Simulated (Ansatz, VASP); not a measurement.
AgCl: VASP beside Ansatz

POSCAR

```
AgCl
1.0
    0.0000000000      2.7731500000      2.8147472500
    2.7731500000      0.0000000000      2.8147472500
    2.7731500000      2.7731500000      0.0000000000
Ag Cl
1 1
Direct
    0.5000000000      0.5000000000      0.5000000000
    0.0000000000      0.0000000000      0.0000000000
```

Contents of INCAR.step1:

```
ALGO = Normal ; EDIFF = 1E-4
ENCUT = 520 ; GGA = PE
ISMEAR = 0 ; LASPH = T
LCHARG = F ; LREAL = F
LWAVE = T ; NBANDS = 16
NELM = 100 ; PREC = Accurate
SIGMA = 0.05
```

The input INCAR.step2:

```
ALGO = Normal ; EDIFF = 1E-7
ENCUT = 520 ; ISIF = 2
ISMEAR = 0 ; ISTART = 1
LASPH = T ; LCHARG = F
LMIXTAU = T ; LREAL = F
LWAVE = F ; METAGGA = R2SCAN
NBANDS = 16 ; NELM = 100
PREC = Accurate ; SIGMA = 0.05
```

The input KPOINTS:

```
k-points
0
Gamma
  8 8 8
```

Input for Ansatz:

```yaml
crystal:
  lattice:
    - [0.0, 2.77315, 2.81474725]
    - [2.77315, 0.0, 2.81474725]
    - [2.77315, 2.77315, 0.0]
  atoms:
    - { symbol: Ag, position: [0.5, 0.5, 0.5] }
    - { symbol: Cl, position: [0.0, 0.0, 0.0] }
basis:
  ecutwfc: 500
kpoints:
  mp_grid: { grid: [8, 8, 8] }
hamiltonian:
  xc: r2scan
scf:
  occupations: { method: gaussian, width: 0.05 }
output:
  forces: true
  stress: true
  eigenvalues: true
```

Change from the starting cell: strain +0.000 along x and y, +0.015 along z, atoms carried along.

Alike in both runs: task single point; functional r2SCAN; k mesh 8 × 8 × 8; occupations gaussian, width 0.05 eV; no spin polarisation.

```csv
,VASP,Ansatz
version,VASP 6.6.1,Ansatz 0.2.0
potentials or method,"VASP PAW PBE potentials, release 64 (Ag, Cl), cutoff 520 eV","scalar-relativistic, plane waves, PAW"
valence electrons in the cell,18,26
```

|  | VASP | Ansatz | Ansatz less VASP |
| --- | --- | --- | --- |
| gap on the k mesh at the Fermi level (eV) | 1.38 | 1.43 | +0.053 |
| least direct gap on the mesh (eV) | 3.65 | 3.69 | +0.045 |
| pressure (GPa) | -0.8 | -0.7 | +0.08 |
| traceless stress, the component that is largest in VASP (GPa) | -0.24 | -0.25 | -0.007 |

VASP's potentials were made for PBE, not for r2SCAN. VASP's potentials hold 18 valence electrons a cell and Ansatz's 26, so a difference there can come from the potentials and not from the codes.
